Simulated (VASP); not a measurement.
A run of VASP 6.6.1:

Contents of INCAR:

```
  ALGO = Normal
  EDIFF = 1E-6
  ENCUT = 520
  GGA = PS
  ISIF = 2
  ISMEAR = -1
  LASPH = True
  LCHARG = True
  LELF = True
  LREAL = False
  LVHAR = True
  LWAVE = False
  NBANDS = 19
  NELM = 60
  PREC = Accurate
  SIGMA = 0.05
```

KPOINTS

```
k-points
0
Gamma
  18 18 18
```

The input POSCAR:

```
Hg
1.0
   -2.3050010659      2.3050010659      1.1923449508
    2.3050010659     -2.3050010659      1.1923449508
    2.3050010659      2.3050010659     -1.1923449508
Hg
2
Direct
   -0.3750000000     -0.1250000000     -0.2500000000
    0.3750000000      0.1250000000      0.2500000000
```

Potentials or basis: VASP PAW PBE potentials, release 64 (Hg).

Run with:

```sh
$ cat potpaw_PBE.64/Hg/POTCAR > POTCAR
$ mpirun -np 1 vasp_std > vasp.out
```

Hardware: 1 thread of Oxide Virtual Turin-like Processor, with other jobs on the host.

**Question.** Estimate the wall time of this run.

**Answer.** It took 3.6 min on 1 thread of Oxide Virtual Turin-like Processor (shared host), peak memory 0.28 GiB. Counts: scf iterations 11, k points 480.
